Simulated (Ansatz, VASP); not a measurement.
# SiC: VASP beside Ansatz

INCAR

```
  PREC = Accurate
  ENCUT = 520
  EDIFF = 1E-8
  ISMEAR = -1
  SIGMA = 0.05
  LREAL = False
  LASPH = True
  NELM = 100
  ALGO = Normal
  ISIF = 2
  LWAVE = False
  LCHARG = False
  LEFG = True
  NBANDS = 11
```

The input KPOINTS:

```
Automatic mesh
0
Gamma
  16 16 16
```

Contents of POSCAR:

```
SiC
1.0
    0.0000000000      2.1740000000      2.1740000000
    2.1740000000      0.0000000000      2.1740000000
    2.1740000000      2.1740000000      0.0000000000
Si C
1 1
Direct
    0.0000000000      0.0000000000      0.0000000000
    0.7500000000      0.7500000000      0.7500000000
```

Input for Ansatz:

```yaml
crystal:
  lattice:
    - [0.0, 2.174, 2.174]
    - [2.174, 0.0, 2.174]
    - [2.174, 2.174, 0.0]
  atoms:
    - { symbol: Si, position: [0.0, 0.0, 0.0] }
    - { symbol: C, position: [0.75, 0.75, 0.75] }
kpoints:
  mp_grid: { grid: [16, 16, 16] }
  band_path:
    path:
      - [0.0, 0.0, 0.0]
      - [-0.5, -0.5, 0.0]
      - [-0.375, -0.375, 0.25]
      - [-0.375, 0.0, 0.375]
      - [0.0, 0.0, 0.0]
      - [0.0, 0.0, 0.5]
      - [-0.5, -0.25, 0.25]
      - [-0.5, -0.5, 0.0]
    npoints: 5
scf:
  occupations: { method: fermi_dirac, width: 0.05 }
hamiltonian:
  xc: lda
  pseudopotentials: { kind: paw }
output:
  forces: true
  stress: true
  eigenvalues: true
  efg: { contact_densities: true }
```

Alike in both runs: task electric field gradients; functional LDA; k mesh 16 × 16 × 16; occupations fermi-dirac, width 0.05 eV; no spin polarisation.

```csv
,VASP,Ansatz
version,VASP 6.6.1,Ansatz 0.2.0
potentials or method,"VASP PAW LDA potentials, release 64 (Si, C)","PAW with Ansatz's default frozen-core files, scalar-relativistic"
plane-wave cutoff (eV),520,420
valence electrons in the cell,8,8
```

```csv
,VASP,Ansatz,Ansatz less VASP
pressure (GPa),-2.5,-2.9,-0.40
```

LDA's correlation is that of Perdew and Zunger in VASP and of Perdew and Wang (1992) in Ansatz.
